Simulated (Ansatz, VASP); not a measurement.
## Two plane-wave programs on CaSe

Contents of INCAR:

```
PREC = Accurate
ENCUT = 400
EDIFF = 1E-8
ISMEAR = -1
SIGMA = 0.03
LREAL = False
LASPH = True
NELM = 200
ALGO = Normal
ISIF = 2
LWAVE = False
LCHARG = False
MAGMOM = 0 0 0 0 0 0
LORBIT = 11
LSORBIT = True
GGA_COMPAT = False
LORBMOM = True
GGA = PE
LEFG = True
NBANDS = 28
```

Contents of KPOINTS:

```
Automatic mesh
0
Gamma
  12 12 12
```

POSCAR

```
CaSe
1.0
    0.0000000000      2.9789653787      2.9789653787
    2.9789653787      0.0000000000      2.9789653787
    2.9789653787      2.9789653787      0.0000000000
Ca Se
1 1
Direct
    0.0000000000      0.0000000000      0.0000000000
    0.5000000000      0.5000000000      0.5000000000
```

Input for Ansatz:

```yaml
crystal:
  lattice:
    - [0.0, 2.9789653787, 2.9789653787]
    - [2.9789653787, 0.0, 2.9789653787]
    - [2.9789653787, 2.9789653787, 0.0]
  atoms:
    - { symbol: Ca, position: [0.0, 0.0, 0.0] }
    - { symbol: Se, position: [0.5, 0.5, 0.5] }
kpoints:
  mp_grid: { grid: [12, 12, 12] }
  band_path:
    path:
      - [0.0, 0.0, 0.0]
      - [0.5, 0.0, 0.5]
      - [0.625, 0.25, 0.625]
      - [0.375, 0.375, 0.75]
      - [0.0, 0.0, 0.0]
      - [0.5, 0.5, 0.5]
      - [0.5, 0.25, 0.75]
      - [0.5, 0.0, 0.5]
    npoints: 5
scf:
  occupations: { method: fermi_dirac, width: 0.03 }
hamiltonian:
  xc: pbe
  pseudopotentials: { kind: paw_fr }
output:
  forces: true
  stress: true
  eigenvalues: true
  efg: { contact_densities: true }
magnetization:
  noncollinear: true
  spin_orbit: true
```

Alike in both runs: task electric field gradients; functional PBE; k mesh 12 × 12 × 12; occupations fermi-dirac, width 0.03 eV; non-collinear spin, spin-orbit coupling.

|  | VASP | Ansatz |
| --- | --- | --- |
| version | VASP 6.6.1 | Ansatz 0.2.0 |
| potentials or method | VASP PAW PBE potentials, release 64 (Ca_sv, Se) | PAW with Ansatz's default frozen-core files, fully relativistic files with spin-orbit coupling |
| plane-wave cutoff (eV) | 400 | 420 |
| valence electrons in the cell | 16 | 26 |

Ansatz gave:

```
pressure (GPa) : 0.0
```

Q: Which values does VASP return?

A: Pressure (GPa): 0.2.

VASP's potentials hold 16 valence electrons a cell and Ansatz's 26, so a difference there can come from the potentials and not from the codes.
